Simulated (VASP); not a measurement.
# LiBe (Pm-3m) in VASP: vibrations by perturbation theory with PBEsol

Aim: the vibrations by perturbation theory of LiBe with PBEsol.

Everything below comes from runs of VASP 6.6.1. Logs are shortened: lines on timing, memory, paths and dates and some standing lists are left out, and cuts for length are marked.

### Step 1. The cell of the first run

It takes space group Pm-3m (No. 221, cubic). The conventional cell has a = 2.811 Å, b = 2.811 Å, c = 2.811 Å, α = 90.00°, β = 90.00°, γ = 90.00°. Within 3.2 Å of Be (site symmetry m-3m) lie 8 Li at 2.43 Å and 6 Be at 2.81 Å. Within 3.2 Å of Li (site symmetry m-3m) lie 8 Be at 2.43 Å and 6 Li at 2.81 Å.

### Step 2. Vibrations by perturbation theory, PBEsol

Contents of INCAR:

```
PREC = Accurate ; ENCUT = 520
EDIFF = 1E-8 ; ISMEAR = 1
SIGMA = 0.2 ; LREAL = False
LASPH = True ; NELM = 80
ALGO = Normal ; ISIF = 2
LWAVE = False ; LCHARG = False
GGA = PS ; IBRION = 8
NSW = 1
```

Contents of KPOINTS:

```
regular mesh
0
Gamma
  7 7 7
```

Contents of POSCAR:

```
LiBe
1.0
    2.8111530000      0.0000000000      0.0000000000
    0.0000000000      2.8111530000      0.0000000000
    0.0000000000      0.0000000000      2.8111530000
Be Li
1 1
Direct
    0.5000000000      0.5000000000      0.5000000000
    0.0000000000      0.0000000000      0.0000000000
```

Potentials or basis: VASP PAW PBE potentials, release 64 (Be, Li_sv).

Started as:

```console
cat potpaw_PBE.64/Be/POTCAR potpaw_PBE.64/Li_sv/POTCAR > POTCAR
mpirun -np 1 vasp_std > vasp.out
```

OUTCAR:

```text
PREC = Accurate
   ENCUT = 520
   EDIFF = 1E-8
   ISMEAR = 1
   LREAL = False
   LASPH = True
   NELM = 80
   ISIF = 2
   GGA = PS
   IBRION = 8
   NSW = 1

 ion  position               nearest neighbor table
   1  0.500  0.500  0.500-   2 2.43   2 2.43   2 2.43   2 2.43   2 2.43   2 2.43   2 2.43   2 2.43

   2  0.000  0.000  0.000-   1 2.43   1 2.43   1 2.43   1 2.43   1 2.43   1 2.43   1 2.43   1 2.43

  LATTYP: Found a simple cubic cell.
 ALAT       =     2.8111530000

  Lattice vectors:

 A1 = (   2.8111530000,   0.0000000000,   0.0000000000)
 A2 = (   0.0000000000,   2.8111530000,   0.0000000000)
 A3 = (   0.0000000000,   0.0000000000,   2.8111530000)

Analysis of symmetry for initial positions (statically):
=====================================================================
 Subroutine PRICEL returns:
 Original cell was already a primitive cell.

 Routine SETGRP: Setting up the symmetry group for a
 simple cubic supercell.

 Subroutine GETGRP returns: Found 48 space group operations
 (whereof 48 operations were pure point group operations)
 out of a pool of 48 trial point group operations.

The static configuration has the point symmetry O_h .

Analysis of symmetry for dynamics (positions and initial velocities):
=====================================================================
 Subroutine PRICEL returns:
 Original cell was already a primitive cell.

 Routine SETGRP: Setting up the symmetry group for a
 simple cubic supercell.

 Subroutine GETGRP returns: Found 48 space group operations
 (whereof 48 operations were pure point group operations)
 out of a pool of 48 trial point group operations.

The dynamic configuration has the point symmetry O_h .

 Subroutine INISYM returns: Found 48 space group operations
 (whereof 48 operations are pure point group operations),
 and found     1 'primitive' translations

----------------------------------------------------------------------------------------

                                     Primitive cell

  volume of cell :      22.2154

  direct lattice vectors                    reciprocal lattice vectors
     2.811153000  0.000000000  0.000000000     0.355725925  0.000000000  0.000000000
     0.000000000  2.811153000  0.000000000     0.000000000  0.355725925  0.000000000
     0.000000000  0.000000000  2.811153000     0.000000000  0.000000000  0.355725925

  length of vectors
     2.811153000  2.811153000  2.811153000     0.355725925  0.355725925  0.355725925

  position of ions in fractional coordinates (direct lattice)
     0.500000000  0.500000000  0.500000000
     0.000000000  0.000000000  0.000000000

  ion indices of the primitive-cell ions
   primitive index   ion index
                 1           1
                 2           2

----------------------------------------------------------------------------------------

 KPOINTS: regular mesh

Automatic generation of k-mesh.
 Grid dimensions read from file:
 generate k-points for:    7    7    7

 Generating k-lattice:

  Cartesian coordinates                     Fractional coordinates (reciprocal lattice)
     0.050817989  0.000000000  0.000000000     0.142857143  0.000000000  0.000000000
     0.000000000  0.050817989  0.000000000     0.000000000  0.142857143  0.000000000
     0.000000000  0.000000000  0.050817989     0.000000000  0.000000000  0.142857143

  Length of vectors
     0.050817989  0.050817989  0.050817989

  Shift w.r.t. Gamma in fractional coordinates (k-lattice)
     0.000000000  0.000000000  0.000000000

 Subroutine IBZKPT returns following result:
 ===========================================

 Found     20 irreducible k-points:

 Following reciprocal coordinates:
            Coordinates               Weight
  0.000000  0.000000  0.000000      1.000000
  0.142857  0.000000  0.000000      6.000000
  0.285714  0.000000  0.000000      6.000000
  0.428571  0.000000  0.000000      6.000000
  0.142857  0.142857  0.000000     12.000000
  0.285714  0.142857  0.000000     24.000000
[... 12 lines left out ...]
  0.428571  0.428571  0.285714     24.000000
  0.428571  0.428571  0.428571      8.000000
   k-points           NKPTS =     20   k-points in BZ     NKDIM =     20   number of bands    NBANDS=      6
   number of dos      NEDOS =    301   number of ions     NIONS =      2
   total plane-waves  NPLWV =  13824
   dimension x,y,z NGX =    24 NGY =   24 NGZ =   24
   dimension x,y,z NGXF=    48 NGYF=   48 NGZF=   48
   ions per type =               1   1
   NGX,Y,Z   is equivalent  to a cutoff of  14.19, 14.19, 14.19 a.u.
   NGXF,Y,Z  is equivalent  to a cutoff of  28.39, 28.39, 28.39 a.u.
 SYSTEM =  unknown system
   PREC   = accura    normal or accurate (medium, high low for compatibility)
   ISTART =      0    job   : 0-new  1-cont  2-samecut
   ICHARG =      2    charge: 1-file 2-atom 10-const
   ISPIN  =      1    spin polarized calculation?
   LNONCOLLINEAR =      F non collinear calculations
   LSORBIT =      F    spin-orbit coupling
   LASPH  =      T    aspherical Exc in radial PAW
   ENCUT  =  520.0 eV  38.22 Ry    6.18 a.u.   5.23  5.23  5.23*2*pi/ulx,y,z
   NELM   =     80;   NELMIN=  2; NELMDL= -5     # of ELM steps
   EDIFF  = 0.1E-07   stopping-criterion for ELM
   LREAL  =      F    real-space projection
   EDIFFG = 0.1E-06   stopping-criterion for IOM
   NSW    =      1    number of steps for IOM
   IBRION =      8    ionic relax: 0-MD 1-quasi-New 2-CG
   NFREE  =      0    steps in history (QN), initial steepest desc. (CG)
   ISIF   =      2    stress and relaxation
   ISYM   =      2    0-nonsym 1-usesym 2-fastsym
   POTIM  = 0.5000    time-step for ionic-motion
   TEBEG  =    0.0;   TEEND  =   0.0 temperature during run
   PSTRESS=    0.0 pullay stress
   NELECT =       5.0000    total number of electrons
   NUPDOWN=      -1.0000    fix difference up-down
   EMIN   =  10.00;   EMAX   =-10.00  energy-range for DOS
   EFERMI =   0.00;   METHOD = LEGACY
   ISMEAR =     1;   SIGMA  =   0.20  broadening in eV -4-tet -1-fermi 0-gaus
   EFERMI_NEDOS =   21; number of points for ismear=-14 and -15
   IALGO  =     38    algorithm
   IMIX   =      4    mixing-type and parameters
     AMIX     =   0.40;   BMIX     =  1.00
     AMIX_MAG =   1.60;   BMIX_MAG =  1.00
  volume/ion in A,a.u.               =      11.11        74.96
  Fermi-wavevector in a.u.,A,eV,Ry     =   0.995819  1.881825 13.492288  0.991655
  Thomas-Fermi vector in A             =   2.127865
   LORBIT       =      0    0 simple, 1 ext, 2 COOP (PROOUT), +10 PAW based schemes
   GGA     = PS    functional components
   LHFCALC =     F    Hartree Fock is set to
   AEXX    =    0.0000 exact exchange contribution
   IVDW    =     0    specifies the selected vdW correction
   LEPSILON=     F    determine dielectric tensor
   LRPA    =     F    only Hartree local field effects (RPA)
 non-spin polarized calculation
 Methfessel and Paxton  Order N= 1 SIGMA  =   0.20
  energy-cutoff  :      520.00
  volume of cell :       22.22
 maximum number of plane-waves:       619
 NGX is ok and might be reduce to    24
   NGX = 11   NGY = 11   NGZ = 11

--------------------------------------- Ionic step        1  -------------------------------------------

 number of electron       5.0000006 magnetization

 Free energy of the ion-electron system (eV)
  ---------------------------------------------------
  ext. energy  EPLUGINS =         0.00000000
  ---------------------------------------------------
  free energy    TOTEN  =        -5.26566543 eV

  energy without entropy =       -5.26287606  energy(sigma->0) =       -5.26473564

 E-fermi :   2.9657     XC(G=0):  -9.1532

 val. band max:        2.9081917978   @ k =   0.4286   0.2857   0.2857
 cond. band min:       3.4257351922   @ k =   0.4286   0.4286   0.2857
 fundamental gap:      0.5175433944
 Fermi energy:         2.9656735337

 k-point     1 :       0.0000    0.0000    0.0000
  band No.  band energies     occupation
      1     -41.1369      2.00000
      2      -3.5966      2.00000
      3       9.0690      0.00000
      4       9.0690      0.00000
      5       9.0690      0.00000
      6      13.6009      0.00000
[... 163 lines left out ...]
 k-point    20 :       0.4286    0.4286    0.4286
  band No.  band energies     occupation
      1     -41.0811      2.00000
      2       3.6220     -0.00004
      3       5.0145     -0.00000
      4       5.0145     -0.00000
      5       8.6950      0.00000
      6       8.6950      0.00000

------------------------ aborting loop because EDIFF is reached ----------------------------------------

  FORCE on cell =-STRESS in cart. coord.  units (eV):
  Direction    XX          YY          ZZ          XY          YZ          ZX
  --------------------------------------------------------------------------------------
  -------------------------------------------------------------------------------------
  Total       -0.0734520     -0.0734520     -0.0734520      0.0000000      0.0000000      0.0000000
  in kB       -5.2973728     -5.2973728     -5.2973728      0.0000000      0.0000000      0.0000000
  external PRESSURE =      -5.2973728 kB  Pullay stress =       0.0000000 kB

 VOLUME and BASIS-vectors are now :
 -----------------------------------------------------------------------------
  energy-cutoff  :      520.00
  volume of cell :       22.22
      direct lattice vectors                 reciprocal lattice vectors
     2.811153000  0.000000000  0.000000000     0.355725925  0.000000000  0.000000000
     0.000000000  2.811153000  0.000000000     0.000000000  0.355725925  0.000000000
     0.000000000  0.000000000  2.811153000     0.000000000  0.000000000  0.355725925

 POSITION                                       TOTAL-FORCE (eV/Angst)
 -----------------------------------------------------------------------------------
      1.40558      1.40558      1.40558         0.000000      0.000000      0.000000
      0.00000      0.00000      0.00000         0.000000      0.000000      0.000000
 -----------------------------------------------------------------------------------
    total drift:                                0.000000      0.000000      0.000000

  FREE ENERGIE OF THE ION-ELECTRON SYSTEM (eV)
  ---------------------------------------------------
  free  energy   TOTEN  =        -5.2656654278 eV

  energy  without entropy=       -5.2628760582  energy(sigma->0) =       -5.26473564

[... ionic steps 2 to 3 ...]

--------------------------------------- Ionic step        4  -------------------------------------------

------------------------ aborting loop because EDIFF is reached ----------------------------------------

[... ionic steps 5 to 6 ...]

--------------------------------------- Ionic step        7  -------------------------------------------

 Free energy of the ion-electron system (eV)
  ---------------------------------------------------
  ---------------------------------------------------
  free energy    TOTEN  =        -0.18027905 eV

  energy without entropy =       -0.18027905

------------------------ aborting loop because EDIFF is reached ----------------------------------------

 INTERNAL STRAIN TENSOR  FOR ION    2  DIRECTION 1   (eV/Angst):
 -----------------------------------------------------------------------------
     0.00711  0.00000 -0.00000
     0.00000  0.01185  0.00000
    -0.00000  0.00000  0.01185

 INTERNAL STRAIN TENSOR FOR ION    2 for displacements in x,y,z  (eV/Angst):
          X           Y           Z          XY          YZ          ZX
  --------------------------------------------------------------------------------
  x     0.00000     0.00000     0.00000     0.00000     0.00000     0.00000
  y     0.00000     0.00000     0.00000     0.00000     0.00000     0.00000
  z     0.00000     0.00000     0.00000     0.00000     0.00000     0.00000

 SECOND DERIVATIVES (NOT SYMMETRIZED)
 ------------------------------------
               1X          1Y          1Z          2X          2Y          2Z
  1X    -4.445487   -0.000000   -0.000000    4.445487    0.000000    0.000000
  1Y    -0.000000   -4.445487    0.000000    0.000000    4.445487   -0.000000
  1Z     0.000000    0.000000   -4.445487   -0.000000   -0.000000    4.445487
  2X     4.468239    0.000000    0.000000   -4.468239   -0.000000   -0.000000
  2Y     0.000000    4.468239   -0.000000   -0.000000   -4.468239    0.000000
  2Z    -0.000000   -0.000000    4.468239    0.000000    0.000000   -4.468239

 Eigenvectors and eigenvalues of the dynamical matrix
 ----------------------------------------------------

   1 f  =   16.623146 THz   104.446307 2PiTHz  554.488468 cm-1    68.747777 meV
             X         Y         Z           dx          dy          dz
      1.405577  1.405577  1.405577    -0.660485    0.000000   -0.000000
      0.000000  0.000000  0.000000     0.750839   -0.000000    0.000000
[... 21 lines left out ...]
   6 f/i=    0.021041 THz     0.132207 2PiTHz    0.701868 cm-1     0.087021 meV
             X         Y         Z           dx          dy          dz
      1.405577  1.405577  1.405577    -0.000000   -0.000000    0.750839
      0.000000  0.000000  0.000000     0.000000    0.000000    0.660485

--------------------------------------------------------------------------------------------------------

 ELASTIC MODULI CONTR FROM IONIC RELAXATION (kBar)
 Direction    XX          YY          ZZ          XY          YZ          ZX
 --------------------------------------------------------------------------------
 XX           0.0000      0.0000      0.0000      0.0000      0.0000      0.0000
 YY           0.0000      0.0000      0.0000      0.0000      0.0000      0.0000
 ZZ           0.0000      0.0000      0.0000      0.0000      0.0000      0.0000
 XY           0.0000      0.0000      0.0000      0.0000      0.0000      0.0000
 YZ           0.0000      0.0000      0.0000      0.0000      0.0000      0.0000
 ZX           0.0000      0.0000      0.0000      0.0000      0.0000      0.0000
 --------------------------------------------------------------------------------
```

Run time: 20 s. Hardware: 1 thread of Intel Xeon 6975P-C (Granite Rapids), shared host; peak memory 0.14 GiB.

What came out:

* Highest phonon frequency at Γ, LO-TO splitting left out: 554 cm⁻¹

Phonon frequencies in cm⁻¹ (negative: imaginary):
```tsv
q point	frequencies
(0.000, 0.000, 0.000)	-1 -1 -1 554 554 554
```

Caveat: the cutoff is under 1.25 times the usual one of these potentials, so pressure, stress and relaxed cells hold a basis-set (Pulay) error; the PAW data sets were made with another functional, which shifts forces and pressure a little.
